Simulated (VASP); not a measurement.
# Ge (Im-3m) in VASP: further runs

Runs on Ge. Level: PBE. Tasks: single point, relaxation of cell and atoms.

All numbers are computed with VASP 6.6.1; they aren't measurements. Logs are shortened: lines on timing, memory, paths and dates and some standing lists are left out, and cuts for length are marked.

## (1) The cell of the first run

It takes space group Im-3m (No. 229, cubic). Conventional cell: a = 3.381 Å, b = 3.381 Å, c = 3.381 Å, α = 90.00°, β = 90.00°, γ = 90.00°. Ge (site symmetry m-3m) has 14 Ge at 2.93 to 3.38 Å within 3.9 Å.

## (2) Single point, PBE

File INCAR:

```
PREC = Accurate
ENCUT = 520
EDIFF = 1E-7
ISMEAR = -1
SIGMA = 0.08
LREAL = F
LASPH = T
NELM = 80
ALGO = Normal
ISIF = 2
LWAVE = F
LCHARG = F
GGA = PE
NBANDS = 13
```

File KPOINTS:

```
regular mesh
0
Gamma
  18 18 18
```

File POSCAR:

```
Ge
1.0
   -1.6906427853      1.6906427853      1.6906427853
    1.6906427853     -1.6906427853      1.6906427853
    1.6906427853      1.6906427853     -1.6906427853
Ge
1
Direct
    0.0000000000      0.0000000000      0.0000000000
```

Potentials or basis: VASP PAW PBE potentials, release 64 (Ge_d).

Launch:

```bash
$ cat potpaw_PBE.64/Ge_d/POTCAR > POTCAR
$ mpirun -np 1 vasp_std > vasp.out
```

OUTCAR:

```text
PREC = Accurate
   ENCUT = 520
   EDIFF = 1E-7
   ISMEAR = -1
   LREAL = F
   LASPH = T
   NELM = 80
   ISIF = 2
   GGA = PE

 ion  position               nearest neighbor table
   1  0.000  0.000  0.000-

  LATTYP: Found a body centered cubic cell.
 ALAT       =     3.3812855706

  Lattice vectors:

 A1 = (  -1.6906427853,   1.6906427853,   1.6906427853)
 A2 = (   1.6906427853,  -1.6906427853,   1.6906427853)
 A3 = (   1.6906427853,   1.6906427853,  -1.6906427853)

Analysis of symmetry for initial positions (statically):
=====================================================================
 Subroutine PRICEL returns:
 Original cell was already a primitive cell.

 Routine SETGRP: Setting up the symmetry group for a
 body centered cubic supercell.

 Subroutine GETGRP returns: Found 48 space group operations
 (whereof 48 operations were pure point group operations)
 out of a pool of 48 trial point group operations.

The static configuration has the point symmetry O_h .

Analysis of symmetry for dynamics (positions and initial velocities):
=====================================================================
 Subroutine PRICEL returns:
 Original cell was already a primitive cell.

 Routine SETGRP: Setting up the symmetry group for a
 body centered cubic supercell.

 Subroutine GETGRP returns: Found 48 space group operations
 (whereof 48 operations were pure point group operations)
 out of a pool of 48 trial point group operations.

The dynamic configuration has the point symmetry O_h .

 Subroutine INISYM returns: Found 48 space group operations
 (whereof 48 operations are pure point group operations),
 and found     1 'primitive' translations

----------------------------------------------------------------------------------------

                                     Primitive cell

  volume of cell :      19.3293

  direct lattice vectors                    reciprocal lattice vectors
    -1.690642785  1.690642785  1.690642785     0.000000000  0.295745502  0.295745502
     1.690642785 -1.690642785  1.690642785     0.295745502  0.000000000  0.295745502
     1.690642785  1.690642785 -1.690642785     0.295745502  0.295745502  0.000000000

  length of vectors
     2.928279202  2.928279202  2.928279202     0.418247301  0.418247301  0.418247301

  position of ions in fractional coordinates (direct lattice)
     0.000000000  0.000000000  0.000000000

  ion indices of the primitive-cell ions
   primitive index   ion index
                 1           1

----------------------------------------------------------------------------------------

 KPOINTS: regular mesh

Automatic generation of k-mesh.
 Grid dimensions read from file:
 generate k-points for:   18   18   18

 Generating k-lattice:

  Cartesian coordinates                     Fractional coordinates (reciprocal lattice)
     0.000000000  0.016430306  0.016430306     0.055555556  0.000000000  0.000000000
     0.016430306  0.000000000  0.016430306     0.000000000  0.055555556  0.000000000
     0.016430306  0.016430306  0.000000000     0.000000000  0.000000000  0.055555556

  Length of vectors
     0.023235961  0.023235961  0.023235961

  Shift w.r.t. Gamma in fractional coordinates (k-lattice)
     0.000000000  0.000000000  0.000000000

 Subroutine IBZKPT returns following result:
 ===========================================

 Found    195 irreducible k-points:

 Following reciprocal coordinates:
            Coordinates               Weight
  0.000000  0.000000  0.000000      1.000000
  0.055556  0.000000  0.000000     12.000000
  0.111111  0.000000  0.000000     12.000000
  0.166667  0.000000  0.000000     12.000000
  0.222222  0.000000  0.000000     12.000000
  0.277778  0.000000  0.000000     12.000000
[... 16 lines left out ...]
  0.333333  0.111111  0.000000     48.000000
  0.388889  0.111111  0.000000     48.000000
 [... further k-points ...]
   k-points           NKPTS =    195   k-points in BZ     NKDIM =    195   number of bands    NBANDS=     13
   number of dos      NEDOS =    301   number of ions     NIONS =      1
   total plane-waves  NPLWV =  13824
   dimension x,y,z NGX =    24 NGY =   24 NGZ =   24
   dimension x,y,z NGXF=    48 NGYF=   48 NGZF=   48
   ions per type =               1
   NGX,Y,Z   is equivalent  to a cutoff of  13.63, 13.63, 13.63 a.u.
   NGXF,Y,Z  is equivalent  to a cutoff of  27.25, 27.25, 27.25 a.u.
 SYSTEM =  unknown system
   PREC   = accura    normal or accurate (medium, high low for compatibility)
   ISTART =      0    job   : 0-new  1-cont  2-samecut
   ICHARG =      2    charge: 1-file 2-atom 10-const
   ISPIN  =      1    spin polarized calculation?
   LNONCOLLINEAR =      F non collinear calculations
   LSORBIT =      F    spin-orbit coupling
   LASPH  =      T    aspherical Exc in radial PAW
   ENCUT  =  520.0 eV  38.22 Ry    6.18 a.u.   5.44  5.44  5.44*2*pi/ulx,y,z
   NELM   =     80;   NELMIN=  2; NELMDL= -5     # of ELM steps
   EDIFF  = 0.1E-06   stopping-criterion for ELM
   LREAL  =      F    real-space projection
   EDIFFG = 0.1E-05   stopping-criterion for IOM
   NSW    =      0    number of steps for IOM
   IBRION =     -1    ionic relax: 0-MD 1-quasi-New 2-CG
   NFREE  =      0    steps in history (QN), initial steepest desc. (CG)
   ISIF   =      2    stress and relaxation
   ISYM   =      2    0-nonsym 1-usesym 2-fastsym
   POTIM  = 0.5000    time-step for ionic-motion
   TEBEG  =    0.0;   TEEND  =   0.0 temperature during run
   PSTRESS=    0.0 pullay stress
   NELECT =      14.0000    total number of electrons
   NUPDOWN=      -1.0000    fix difference up-down
   EMIN   =  10.00;   EMAX   =-10.00  energy-range for DOS
   EFERMI =   0.00;   METHOD = LEGACY
   ISMEAR =    -1;   SIGMA  =   0.08  broadening in eV -4-tet -1-fermi 0-gaus
   EFERMI_NEDOS =   21; number of points for ismear=-14 and -15
   IALGO  =     38    algorithm
   IMIX   =      4    mixing-type and parameters
     AMIX     =   0.40;   BMIX     =  1.00
     AMIX_MAG =   1.60;   BMIX_MAG =  1.00
  volume/ion in A,a.u.               =      19.33       130.44
  Fermi-wavevector in a.u.,A,eV,Ry     =   1.470209  2.778292 29.409178  2.161514
  Thomas-Fermi vector in A             =   2.585493
   LORBIT       =      0    0 simple, 1 ext, 2 COOP (PROOUT), +10 PAW based schemes
   GGA     = PE    functional components
   LHFCALC =     F    Hartree Fock is set to
   AEXX    =    0.0000 exact exchange contribution
   IVDW    =     0    specifies the selected vdW correction
   LEPSILON=     F    determine dielectric tensor
   LRPA    =     F    only Hartree local field effects (RPA)
 non-spin polarized calculation
  energy-cutoff  :      520.00
  volume of cell :       19.33
 maximum number of plane-waves:       537
 NGX is ok and might be reduce to    24
   NGX = 11   NGY = 11   NGZ = 11

 number of electron      13.9999993 magnetization

 Free energy of the ion-electron system (eV)
  ---------------------------------------------------
  ext. energy  EPLUGINS =         0.00000000
  ---------------------------------------------------
  free energy    TOTEN  =        -4.18362721 eV

  energy without entropy =       -4.17127164  energy(sigma->0) =       -4.17744942

 E-fermi :   6.5304     XC(G=0): -11.1801

 val. band max:        6.5194952076   @ k =   0.5000   0.5000   0.4444
 cond. band min:       6.5569750739   @ k =   0.2778   0.2222   0.0000
 fundamental gap:      0.0374798663
 Fermi energy:         6.5303738996

 k-point     1 :       0.0000    0.0000    0.0000
  band No.  band energies     occupation
      1     -18.2183      2.00000
      2     -18.2183      2.00000
      3     -18.2183      2.00000
      4     -18.1381      2.00000
      5     -18.1381      2.00000
      6      -6.4314      2.00000
      7      15.4393      0.00000
      8      15.4393      0.00000
      9      15.4393      0.00000
     10      21.2912      0.00000
     11      21.2912      0.00000
     12      21.2912      0.00000
     13      23.3528      0.00000

 k-point     2 :       0.0556    0.0000    0.0000
  band No.  band energies     occupation
      1     -18.2192      2.00000
      2     -18.2172      2.00000
      3     -18.2145      2.00000
      4     -18.1391      2.00000
      5     -18.1382      2.00000
      6      -6.3514      2.00000
      7      14.7956      0.00000
      8      15.1369      0.00000
      9      15.3626      0.00000
     10      20.6830      0.00000
     11      20.7718      0.00000
     12      21.7432      0.00000
     13      22.4998      0.00000

 k-point     3 :       0.1111    0.0000    0.0000
  band No.  band energies     occupation
      1     -18.2216      2.00000
      2     -18.2140      2.00000
      3     -18.2035      2.00000
      4     -18.1416      2.00000
      5     -18.1385      2.00000
      6      -6.1115      2.00000
      7      13.2375      0.00000
      8      14.4294      0.00000
      9      15.1401      0.00000
     10      19.6254      0.00000
     11      19.7007      0.00000
     12      22.1177      0.00000
     13      22.6702      0.00000
[... 305 lines left out ...]
 k-point    23 :       0.3333    0.1111    0.0000
  band No.  band energies     occupation
      1     -18.2367      2.00000
      2     -18.2040      2.00000
      3     -18.1472      2.00000
      4     -18.1427      2.00000
      5     -18.1087      2.00000
      6      -2.3563      2.00000
      7       3.8437      2.00000
      8       9.4486      0.00000
      9      12.3295      0.00000
     10      16.9158      0.00000
     11      19.0017      0.00000
     12      22.7987      0.00000
     13      27.4242      0.00000

 k-point    24 :       0.3889    0.1111    0.0000
  band No.  band energies     occupation
      1     -18.2388      2.00000
      2     -18.2051      2.00000
      3     -18.1448      2.00000
      4     -18.1431      2.00000
      5     -18.0996      2.00000
      6      -1.3233      2.00000
      7       2.3725      2.00000
      8       9.1864      0.00000
      9      12.1327      0.00000
     10      16.7067      0.00000
     11      18.8897      0.00000
     12      23.7090      0.00000
     13      26.4395      0.00000

 [... further k-points ...]
[... 5 lines left out ...]
  --------------------------------------------------------------------------------------
  -------------------------------------------------------------------------------------
  Total        0.0026926      0.0026926      0.0026926     -0.0000000     -0.0000000     -0.0000000
  in kB        0.2231851      0.2231851      0.2231851     -0.0000000     -0.0000000     -0.0000000
  external PRESSURE =       0.2231851 kB  Pullay stress =       0.0000000 kB

 VOLUME and BASIS-vectors are now :
 -----------------------------------------------------------------------------
  energy-cutoff  :      520.00
  volume of cell :       19.33
      direct lattice vectors                 reciprocal lattice vectors
    -1.690642785  1.690642785  1.690642785     0.000000000  0.295745502  0.295745502
     1.690642785 -1.690642785  1.690642785     0.295745502  0.000000000  0.295745502
     1.690642785  1.690642785 -1.690642785     0.295745502  0.295745502  0.000000000

 POSITION                                       TOTAL-FORCE (eV/Angst)
 -----------------------------------------------------------------------------------
      0.00000      0.00000      0.00000         0.000000      0.000000     -0.000000
 -----------------------------------------------------------------------------------
    total drift:                                0.000000      0.000000     -0.000000

  FREE ENERGIE OF THE ION-ELECTRON SYSTEM (eV)
  ---------------------------------------------------
  free  energy   TOTEN  =        -4.1836272081 eV

  energy  without entropy=       -4.1712716411  energy(sigma->0) =       -4.17744942
```

Wall time 27 s (1 thread of Intel Xeon Platinum 8175M at 2.50GHz (Skylake/Cascade Lake), shared host); peak memory 0.17 GiB.

What came out:

- Free energy: -4.1836 eV
- Pressure: 0.0 GPa
- Band gap on the k mesh: zero (band 7 reaches 15.44 eV, above the bottom of band 8 at 3.60 eV)

Levels at points of the mesh, in eV from the Fermi level:
```
           k point  band 5  band 6  band 7  band 8  band 9  band 10
(0.00, 0.00, 0.00)  -24.67  -12.96    8.91    8.91    8.91    14.76
(0.50, 0.00, 0.00)  -24.62   -7.43   -5.18    4.27    6.59     9.33
(0.50, 0.50, 0.50)  -24.63   -2.79   -0.44   -0.44   -0.44     4.40
```

(Part 1 of 3 ends here.)
